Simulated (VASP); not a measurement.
# Cd (P6_3/mmc) in VASP: notebook

The runs below take Cd through single point, with LDA.

All numbers are computed with VASP 6.6.1; they aren't measurements. Logs are shortened: lines on timing, memory, paths and dates and some standing lists are left out, and cuts for length are marked.

## (1) The cell of the first run

It takes space group P6_3/mmc (No. 194, hexagonal). Conventional cell: a = 2.882 Å, b = 2.882 Å, c = 5.638 Å, α = 90.00°, β = 90.00°, γ = 120.00°. Cd (site symmetry -6m2) has 12 Cd at 2.88 to 3.27 Å within 3.8 Å.

## (2) Single point, LDA

The input, INCAR:

```
ALGO = Normal ; EDIFF = 1E-6
ENCUT = 630 ; GGA_COMPAT = False
ISIF = 2 ; ISMEAR = 0
LASPH = True ; LCHARG = False
LREAL = False ; LWAVE = False
NBANDS = 27 ; NELM = 120
PREC = Accurate ; SIGMA = 0.01
```

The input, KPOINTS:

```
k-points
0
Gamma
  13 13 6
```

The input, POSCAR:

```
Cd
1.0
    2.8818641727      0.0000000000      0.0000000000
   -1.4409320863      2.4957675838      0.0000000000
    0.0000000000      0.0000000000      5.6383707528
Cd
2
Direct
    0.3333333333      0.6666666667      0.2500000000
    0.6666666667      0.3333333333      0.7500000000
```

Potentials or basis: VASP PAW LDA potentials, release 64 (Cd_sv_GW).

On the command line:

```bash
> cat potpaw_LDA.64/Cd_sv_GW/POTCAR > POTCAR
> mpirun -np 1 vasp_std > vasp.out
```

OUTCAR:

```text
EDIFF = 1E-6
   ENCUT = 630
   ISIF = 2
   ISMEAR = 0
   LASPH = True
   LREAL = False
   NELM = 120
   PREC = Accurate

 ion  position               nearest neighbor table
   1  0.333  0.667  0.250-
   2  0.667  0.333  0.750-

  LATTYP: Found a hexagonal cell.
 ALAT       =     2.8818641727
 C/A-ratio  =     1.9565012141

  Lattice vectors:

 A1 = (   2.8818641727,   0.0000000000,   0.0000000000)
 A2 = (  -1.4409320863,   2.4957675838,   0.0000000000)
 A3 = (   0.0000000000,   0.0000000000,   5.6383707528)

Analysis of symmetry for initial positions (statically):
=====================================================================
 Subroutine PRICEL returns:
 Original cell was already a primitive cell.

 Routine SETGRP: Setting up the symmetry group for a
 hexagonal supercell.

 Subroutine GETGRP returns: Found 24 space group operations
 (whereof 12 operations were pure point group operations)
 out of a pool of 24 trial point group operations.

The static configuration has the point symmetry D_3d.
 The point group associated with its full space group is D_6h.

Analysis of symmetry for dynamics (positions and initial velocities):
=====================================================================
 Subroutine PRICEL returns:
 Original cell was already a primitive cell.

 Routine SETGRP: Setting up the symmetry group for a
 hexagonal supercell.

 Subroutine GETGRP returns: Found 24 space group operations
 (whereof 12 operations were pure point group operations)
 out of a pool of 24 trial point group operations.

The dynamic configuration has the point symmetry D_3d.
 The point group associated with its full space group is D_6h.

 Subroutine INISYM returns: Found 24 space group operations
 (whereof 12 operations are pure point group operations),
 and found     1 'primitive' translations

----------------------------------------------------------------------------------------

                                     Primitive cell

  volume of cell :      40.5538

  direct lattice vectors                    reciprocal lattice vectors
     2.881864173  0.000000000  0.000000000     0.346997617  0.200339167  0.000000000
    -1.440932086  2.495767584  0.000000000     0.000000000  0.400678335  0.000000000
     0.000000000  0.000000000  5.638370753     0.000000000  0.000000000  0.177356198

  length of vectors
     2.881864173  2.881864173  5.638370753     0.400678335  0.400678335  0.177356198

  position of ions in fractional coordinates (direct lattice)
     0.333333333  0.666666667  0.250000000
     0.666666667  0.333333333  0.750000000

  ion indices of the primitive-cell ions
   primitive index   ion index
                 1           1
                 2           2

----------------------------------------------------------------------------------------

 KPOINTS: k-points

Automatic generation of k-mesh.
 Grid dimensions read from file:
 generate k-points for:   13   13    6

 Generating k-lattice:

  Cartesian coordinates                     Fractional coordinates (reciprocal lattice)
     0.026692124  0.015410705  0.000000000     0.076923077 -0.000000000  0.000000000
     0.000000000  0.030821410  0.000000000     0.000000000  0.076923077  0.000000000
     0.000000000  0.000000000  0.029559366     0.000000000  0.000000000  0.166666667

  Length of vectors
     0.030821410  0.030821410  0.029559366

  Shift w.r.t. Gamma in fractional coordinates (k-lattice)
     0.000000000  0.000000000  0.000000000

 Subroutine IBZKPT returns following result:
 ===========================================

 Found     84 irreducible k-points:

 Following reciprocal coordinates:
            Coordinates               Weight
  0.000000  0.000000  0.000000      1.000000
  0.076923  0.000000  0.000000      6.000000
  0.153846 -0.000000  0.000000      6.000000
  0.230769 -0.000000  0.000000      6.000000
  0.307692 -0.000000  0.000000      6.000000
  0.384615  0.000000  0.000000      6.000000
[... 16 lines left out ...]
  0.076923  0.000000  0.166667     12.000000
  0.153846 -0.000000  0.166667     12.000000
 [... further k-points ...]
   k-points           NKPTS =     84   k-points in BZ     NKDIM =     84   number of bands    NBANDS=     27
   number of dos      NEDOS =    301   number of ions     NIONS =      2
   total plane-waves  NPLWV =  27648
   dimension x,y,z NGX =    24 NGY =   24 NGZ =   48
   dimension x,y,z NGXF=    48 NGYF=   48 NGZF=   96
   ions per type =               2
   NGX,Y,Z   is equivalent  to a cutoff of  13.84, 13.84, 14.15 a.u.
   NGXF,Y,Z  is equivalent  to a cutoff of  27.69, 27.69, 28.31 a.u.
 SYSTEM =  unknown system
   PREC   = accura    normal or accurate (medium, high low for compatibility)
   ISTART =      0    job   : 0-new  1-cont  2-samecut
   ICHARG =      2    charge: 1-file 2-atom 10-const
   ISPIN  =      1    spin polarized calculation?
   LNONCOLLINEAR =      F non collinear calculations
   LSORBIT =      F    spin-orbit coupling
   LASPH  =      T    aspherical Exc in radial PAW
   ENCUT  =  630.0 eV  46.30 Ry    6.80 a.u.   5.90  5.90 11.54*2*pi/ulx,y,z
   NELM   =    120;   NELMIN=  2; NELMDL= -5     # of ELM steps
   EDIFF  = 0.1E-05   stopping-criterion for ELM
   LREAL  =      F    real-space projection
   EDIFFG = 0.1E-04   stopping-criterion for IOM
   NSW    =      0    number of steps for IOM
   IBRION =     -1    ionic relax: 0-MD 1-quasi-New 2-CG
   NFREE  =      0    steps in history (QN), initial steepest desc. (CG)
   ISIF   =      2    stress and relaxation
   ISYM   =      2    0-nonsym 1-usesym 2-fastsym
   POTIM  = 0.5000    time-step for ionic-motion
   TEBEG  =    0.0;   TEEND  =   0.0 temperature during run
   PSTRESS=    0.0 pullay stress
   NELECT =      40.0000    total number of electrons
   NUPDOWN=      -1.0000    fix difference up-down
   EMIN   =  10.00;   EMAX   =-10.00  energy-range for DOS
   EFERMI =   0.00;   METHOD = LEGACY
   ISMEAR =     0;   SIGMA  =   0.01  broadening in eV -4-tet -1-fermi 0-gaus
   EFERMI_NEDOS =   21; number of points for ismear=-14 and -15
   IALGO  =     38    algorithm
   IMIX   =      4    mixing-type and parameters
     AMIX     =   0.40;   BMIX     =  1.00
     AMIX_MAG =   1.60;   BMIX_MAG =  1.00
  volume/ion in A,a.u.               =      20.28       136.84
  Fermi-wavevector in a.u.,A,eV,Ry     =   1.629613  3.079521 36.132143  2.655638
  Thomas-Fermi vector in A             =   2.722050
   LORBIT       =      0    0 simple, 1 ext, 2 COOP (PROOUT), +10 PAW based schemes
   GGA     = CA    functional components
   LHFCALC =     F    Hartree Fock is set to
   AEXX    =    0.0000 exact exchange contribution
   IVDW    =     0    specifies the selected vdW correction
   LEPSILON=     F    determine dielectric tensor
   LRPA    =     F    only Hartree local field effects (RPA)
 non-spin polarized calculation
 Gauss-broadening in eV      SIGMA  =   0.01
  energy-cutoff  :      630.00
  volume of cell :       40.55
 maximum number of plane-waves:      1474
 NGX is ok and might be reduce to    24
   NGX = 11   NGY = 11   NGZ = 23

 number of electron      40.0000021 magnetization

 Free energy of the ion-electron system (eV)
  ---------------------------------------------------
  ext. energy  EPLUGINS =         0.00000000
  ---------------------------------------------------
  free energy    TOTEN  =        -3.06598064 eV

  energy without entropy =       -3.06594726  energy(sigma->0) =       -3.06596395

 E-fermi :   6.7565     XC(G=0): -12.0175

 val. band max:        6.7565203582   @ k =   0.3077  -0.0000   0.0000
 cond. band min:       6.8193902808   @ k =   0.3846   0.0769   0.0000
 fundamental gap:      0.0628699226
 Fermi energy:         6.7565203582

 k-point     1 :       0.0000    0.0000    0.0000
  band No.  band energies     occupation
      1     -95.7293      2.00000
      2     -95.7281      2.00000
      3     -57.1036      2.00000
      4     -57.0815      2.00000
      5     -57.0575      2.00000
      6     -57.0575      2.00000
[... 19 lines left out ...]
     26      22.7460      0.00000
     27      22.7466      0.00000

 k-point     2 :       0.0769    0.0000    0.0000
  band No.  band energies     occupation
      1     -95.7289      2.00000
      2     -95.7276      2.00000
      3     -57.1027      2.00000
      4     -57.0813      2.00000
      5     -57.0620      2.00000
      6     -57.0600      2.00000
[... 19 lines left out ...]
     26      21.5855      0.00000
     27      22.8896      0.00000

 k-point     3 :       0.1538   -0.0000    0.0000
  band No.  band energies     occupation
      1     -95.7277      2.00000
      2     -95.7266      2.00000
      3     -57.1005      2.00000
      4     -57.0807      2.00000
      5     -57.0750      2.00000
      6     -57.0729      2.00000
[... 19 lines left out ...]
     26      21.3573      0.00000
     27      21.6576      0.00000

 k-point     4 :       0.2308   -0.0000    0.0000
  band No.  band energies     occupation
      1     -95.7260      2.00000
      2     -95.7250      2.00000
      3     -57.0972      2.00000
      4     -57.0932      2.00000
      5     -57.0912      2.00000
      6     -57.0800      2.00000
[... 19 lines left out ...]
     26      19.5173      0.00000
     27      20.9856      0.00000
[... 516 lines left out ...]
      4     -57.0830      2.00000
      5     -57.0573      2.00000
      6     -57.0573      2.00000
[... 19 lines left out ...]
     26      22.8377      0.00000
     27      22.8714      0.00000

 k-point    23 :       0.0769    0.0000    0.1667
  band No.  band energies     occupation
      1     -95.7288      2.00000
      2     -95.7277      2.00000
      3     -57.1014      2.00000
      4     -57.0828      2.00000
      5     -57.0619      2.00000
      6     -57.0601      2.00000
[... 19 lines left out ...]
     26      22.5231      0.00000
     27      22.8874      0.00000

 k-point    24 :       0.1538   -0.0000    0.1667
  band No.  band energies     occupation
      1     -95.7276      2.00000
      2     -95.7266      2.00000
      3     -57.0993      2.00000
      4     -57.0822      2.00000
      5     -57.0748      2.00000
      6     -57.0729      2.00000
[... 19 lines left out ...]
     26      21.2768      0.00000
     27      22.5734      0.00000

 [... further k-points ...]

------------------------ aborting loop because EDIFF is reached ----------------------------------------

  FORCE on cell =-STRESS in cart. coord.  units (eV):
  Direction    XX          YY          ZZ          XY          YZ          ZX
  --------------------------------------------------------------------------------------
  -------------------------------------------------------------------------------------
  Total        0.2835001      0.2835001     -0.5710369      0.0000000     -0.0000000      0.0000000
  in kB       11.2003752     11.2003752    -22.5602265      0.0000000     -0.0000000      0.0000000
  external PRESSURE =      -0.0531587 kB  Pullay stress =       0.0000000 kB

 VOLUME and BASIS-vectors are now :
 -----------------------------------------------------------------------------
  energy-cutoff  :      630.00
  volume of cell :       40.55
      direct lattice vectors                 reciprocal lattice vectors
     2.881864173  0.000000000  0.000000000     0.346997617  0.200339167  0.000000000
    -1.440932086  2.495767584  0.000000000     0.000000000  0.400678335  0.000000000
     0.000000000  0.000000000  5.638370753     0.000000000  0.000000000  0.177356198

 POSITION                                       TOTAL-FORCE (eV/Angst)
 -----------------------------------------------------------------------------------
     -0.00000      1.66385      1.40959         0.000000     -0.000000      0.000000
      1.44093      0.83192      4.22878        -0.000000      0.000000     -0.000000
 -----------------------------------------------------------------------------------
    total drift:                               -0.000000      0.000000      0.000000

  FREE ENERGIE OF THE ION-ELECTRON SYSTEM (eV)
  ---------------------------------------------------
  free  energy   TOTEN  =        -3.0659806436 eV

  energy  without entropy=       -3.0659472596  energy(sigma->0) =       -3.06596395
```

It took 72 s on 1 thread of Intel Xeon Platinum 8488C (Sapphire Rapids), shared host; peak memory 0.23 GiB.

What came out:

```yaml
Free_energy: -3.0660 eV
Pressure: 0.0 GPa
Band_gap_on_the_k_mesh: zero (bands 20 and 21 overlap by 4.68 eV)
```

Stress tensor (GPa, compression positive):
```
 1.12  0.00  0.00
 0.00  1.12  0.00
 0.00  0.00 -2.26
```

## (3) Single point, LDA

The input, INCAR:

```
SYSTEM = Cd
ALGO = Normal
EDIFF = 1E-6
ENCUT = 630
GGA = CA
GGA_COMPAT = .FALSE.
ISIF = 2
ISMEAR = 0
LASPH = .TRUE.
LCHARG = .FALSE.
LREAL = .FALSE.
LWAVE = .FALSE.
NBANDS = 27
NELM = 120
PREC = Accurate
SIGMA = 0.03
```

The input, KPOINTS:

```
k-points
0
G
  13 13 6
  0 0 0
```

POSCAR is that of step 2.

Potentials or basis: VASP PAW LDA potentials, release 64 (Cd_sv_GW).

On the command line:

```bash
> cat potpaw_LDA.64/Cd_sv_GW/POTCAR > POTCAR
> mpirun -np 1 vasp_std > vasp.out
```

Run time: 76 s. Hardware: 1 thread of Intel Xeon Platinum 8259CL at 2.50GHz (Skylake/Cascade Lake), shared host; peak memory 0.23 GiB.

Results (log left out):

```
Free energy            : -3.0660 eV
Pressure               : 0.0 GPa
Band gap on the k mesh : zero (bands 20 and 21 overlap by 4.68 eV)
```

Stress tensor (GPa, compression positive):
```
 1.12  0.00  0.00
 0.00  1.12  0.00
 0.00  0.00 -2.26
```

Levels at points of the mesh, in eV from the Fermi level:
```
           k point  band 17  band 18  band 19  band 20  band 21  band 22  band 23  band 24
(0.00, 0.00, 0.00)    -8.61    -8.37    -8.37    -3.34    -3.31     9.78    14.34    14.79
(0.00, 0.00, 0.50)    -8.47    -8.47    -7.67    -7.67     3.37     3.37    14.60    14.60
```

## (4) Single point, LDA

The input, INCAR:

```
SYSTEM = Cd
PREC     = Accurate       ! precision mode
ENCUT    = 630            ! plane-wave cutoff, eV
EDIFF    = 1E-6           ! SCF threshold, eV
ISMEAR   = -1             ! smearing method
SIGMA    = 0.01           ! smearing width, eV
LREAL    = .False.        ! projectors in reciprocal space
LASPH    = .True.         ! aspherical terms in the spheres
NELM     = 120            ! most SCF steps
ALGO     = Normal         ! electronic algorithm
ISIF     = 2              ! what is computed and relaxed
LWAVE    = .False.        ! write WAVECAR
LCHARG   = .False.        ! write CHGCAR
NBANDS   = 27             ! bands
GGA_COMPAT= .False.
```

The input, KPOINTS:

```
Automatic mesh
0
Gamma
  13 13 6
  0 0 0
```

POSCAR is that of step 3.

Potentials or basis: VASP PAW LDA potentials, release 64 (Cd_sv_GW).

On the command line:

```bash
> cat potpaw_LDA.64/Cd_sv_GW/POTCAR > POTCAR
> mpirun -np 1 vasp_std > vasp.out
```

OUTCAR:

```text
SYSTEM = Cd
   PREC = Accurate
   ENCUT = 630
   EDIFF = 1E-6
   ISMEAR = -1
   LREAL = .False.
   LASPH = .True.
   NELM = 120
   ISIF = 2

 ion  position               nearest neighbor table
   1  0.333  0.667  0.250-
   2  0.667  0.333  0.750-

  LATTYP: Found a hexagonal cell.
 ALAT       =     2.8818641727
 C/A-ratio  =     1.9565012141

  Lattice vectors:

 A1 = (   2.8818641727,   0.0000000000,   0.0000000000)
 A2 = (  -1.4409320863,   2.4957675838,   0.0000000000)
[... 905 lines left out ...]
 [... further k-points ...]

------------------------ aborting loop because EDIFF is reached ----------------------------------------

  FORCE on cell =-STRESS in cart. coord.  units (eV):
  Direction    XX          YY          ZZ          XY          YZ          ZX
  --------------------------------------------------------------------------------------
  -------------------------------------------------------------------------------------
  Total        0.2834874      0.2834874     -0.5709817      0.0000000      0.0000000      0.0000000
  in kB       11.1998727     11.1998727    -22.5580487      0.0000000      0.0000000      0.0000000
  external PRESSURE =      -0.0527677 kB  Pullay stress =       0.0000000 kB

 VOLUME and BASIS-vectors are now :
 -----------------------------------------------------------------------------
  energy-cutoff  :      630.00
  volume of cell :       40.55
      direct lattice vectors                 reciprocal lattice vectors
     2.881864173  0.000000000  0.000000000     0.346997617  0.200339167  0.000000000
    -1.440932086  2.495767584  0.000000000     0.000000000  0.400678335  0.000000000
     0.000000000  0.000000000  5.638370753     0.000000000  0.000000000  0.177356198

 POSITION                                       TOTAL-FORCE (eV/Angst)
 -----------------------------------------------------------------------------------
     -0.00000      1.66385      1.40959        -0.000000     -0.000000      0.000000
      1.44093      0.83192      4.22878         0.000000      0.000000     -0.000000
 -----------------------------------------------------------------------------------
    total drift:                               -0.000000      0.000000      0.000000

  FREE ENERGIE OF THE ION-ELECTRON SYSTEM (eV)
  ---------------------------------------------------
  free  energy   TOTEN  =        -3.0660297366 eV

  energy  without entropy=       -3.0659444310  energy(sigma->0) =       -3.06598708
```

OSZICAR:

```text
N       E                     dE             d eps       ncg     rms          rms(c)
DAV:   1     0.113430441701E+04    0.11343E+04   -0.27460E+04  4640   0.256E+03
DAV:   2     0.113575183776E+03   -0.10207E+04   -0.96473E+03  4536   0.937E+02
DAV:   3     0.217530891142E+01   -0.11140E+03   -0.10946E+03  6831   0.396E+02
DAV:   4    -0.287394584664E+01   -0.50493E+01   -0.50357E+01  6692   0.109E+02
DAV:   5    -0.323958735065E+01   -0.36564E+00   -0.36562E+00  6988   0.241E+01    0.408E+01
DAV:   6    -0.308325213724E+01    0.15634E+00   -0.46732E-01  7056   0.156E+01    0.240E+01
DAV:   7    -0.306622364473E+01    0.17028E-01   -0.55032E-02  6400   0.323E+00    0.135E+00
DAV:   8    -0.306608751811E+01    0.13613E-03   -0.46966E-03  7235   0.152E+00    0.141E-01
DAV:   9    -0.306603128802E+01    0.56230E-04   -0.24114E-04  7241   0.191E-01    0.473E-02
DAV:  10    -0.306602983176E+01    0.14563E-05   -0.18723E-05  7082   0.103E-01    0.480E-03
DAV:  11    -0.306602973659E+01    0.95171E-07   -0.46005E-07  3228   0.191E-02
   1 F= -.30660297E+01 E0= -.30659871E+01  d E =-.853055E-04
```

It took 55 s on 1 thread of Intel Xeon Platinum 8488C (Sapphire Rapids), shared host; peak memory 0.24 GiB.

What came out:

* Free energy: -3.0660 eV
* Pressure: 0.0 GPa
* Band gap on the k mesh: zero (bands 20 and 21 overlap by 4.68 eV)

Levels at points of the mesh, in eV from the Fermi level:
```tsv
k point	band 18	band 19	band 20	band 21	band 22	band 23
(0.00, 0.00, 0.00)	-8.37	-8.37	-3.34	-3.31	9.78	14.34
(0.00, 0.00, 0.50)	-8.47	-7.67	-7.67	3.37	3.37	14.60
```

## (5) Summary

| smearing | gap on the mesh (eV) | pressure (GPa) |
| --- | --- | --- |
| gaussian 0.01 eV | none | 0.0 |
| gaussian 0.03 eV | none | 0.0 |
| fermi-dirac 0.01 eV | none | 0.0 |

Alike in all rows: task single point; level LDA; potentials or basis VASP PAW LDA potentials, release 64 (Cd_sv_GW); no spin polarisation; cell as given; k mesh 13 × 13 × 6; cutoff (eV) 630.

Total energies depend on the potentials used, so only differences within one code and one set of settings carry meaning.

The gap in the log of VASP goes by the Fermi energy; the results here count the filled bands.